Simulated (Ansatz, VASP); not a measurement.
InAs3 in VASP and in Ansatz

```
CELL_PARAMETERS angstrom
0.00000 3.62921 3.62921
3.62921 0.00000 3.62921
3.62921 3.62921 0.00000
ATOMIC_POSITIONS crystal
In 0.00000 0.00000 0.00000
As 0.25000 0.25000 0.25000
As 0.75000 0.75000 0.75000
As 0.50000 0.50000 0.50000
```

Alike in both runs: task single point; functional PBE; k mesh 4 × 4 × 4; occupations gaussian, width 0.1 eV; no spin polarisation.

|  | VASP | Ansatz |
| --- | --- | --- |
| version | VASP 6.6.1 | Ansatz 0.2.0 |
| potentials or method | VASP PAW PBE potentials, release 64 (In_d, As), cutoff 520 eV | scalar-relativistic, plane waves, PAW |
| valence electrons in the cell | 28 | 58 |

|  | VASP | Ansatz | Ansatz less VASP |
| --- | --- | --- | --- |
| gap on the k mesh at the Fermi level (eV) | none | none | - |
| pressure (GPa) | -7.4 | -7.4 | +0.02 |

A gap of «none» marks a metal or a gap that the smearing closes. VASP's potentials hold 28 valence electrons a cell and Ansatz's 58, so a difference there can come from the potentials and not from the codes.

The k mesh is coarse, so the values compare programs but aren't converged.
